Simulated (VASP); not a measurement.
A run of VASP 6.6.1 is set up as follows.

File INCAR:

```
SYSTEM = Zr
  PREC = Accurate
  ENCUT = 520
  EDIFF = 1E-6
  ISMEAR = -1
  SIGMA = 0.1
  LREAL = .FALSE.
  LASPH = .TRUE.
  NELM = 100
  ALGO = Normal
  ISIF = 2
  LWAVE = .FALSE.
  LCHARG = .TRUE.
  GGA = CA
  LELF = .TRUE.
  LVHAR = .TRUE.
  NBANDS = 12
```

KPOINTS

```
Automatic mesh
0
G
  14 14 14
  0 0 0
```

Contents of POSCAR:

```
Zr
1.0
    2.7052481447      0.0000000000      0.0000000000
    0.0000000000      2.7052481447      0.0000000000
    0.0000000000      0.0000000000      2.7052481447
Zr
1
Direct
    0.0000000000      0.0000000000      0.0000000000
```

Potentials or basis: VASP PAW LDA potentials, release 64 (Zr_sv).

Launch:

```bash
$ cat potpaw_LDA.64/Zr_sv/POTCAR > POTCAR
$ mpirun -np 1 vasp_std > vasp.out
```

Problem. Estimate the pressure.

Solution. 15.2 GPa.

Problem. Predict the band gap on the k mesh.

Solution. Zero (band 6 reaches 11.45 eV, above the bottom of band 7 at 8.03 eV).
